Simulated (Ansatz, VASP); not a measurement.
# Two plane-wave programs on Ti

```xyz
1
Lattice="0.0000 1.9285 2.1315 1.9285 0.0000 2.1315 1.9285 1.9285 0.0000" Properties=species:S:1:pos:R:3 pbc="T T T"
Ti    0.0000    0.0000    0.0000
```

Change from the starting cell: strain -0.050 along x and y, +0.050 along z, atoms carried along.

Alike in both runs: task single point; functional PBEsol; k mesh 20 × 20 × 20; occupations gaussian, width 0.15 eV; no spin polarisation.

|  | VASP | Ansatz |
| --- | --- | --- |
| version | VASP 6.6.1 | Ansatz 0.2.0 |
| potentials or method | VASP PAW PBE potentials, release 64 (Ti_sv), cutoff 520 eV | scalar-relativistic, plane waves, PAW |
| valence electrons in the cell | 12 | 12 |

```tsv
	VASP	Ansatz	Ansatz less VASP
gap on the k mesh at the Fermi level (eV)	none	none	-
pressure (GPa)	5.8	6.2	+0.37
traceless stress, the component that is largest in VASP (GPa)	-1.81	-1.78	+0.037
```

VASP's potentials were made for PBE, not for PBEsol. A gap of «none» marks a metal or a gap that the smearing closes. With one functional, cell and mesh, what is left measures potentials, basis and numerics.
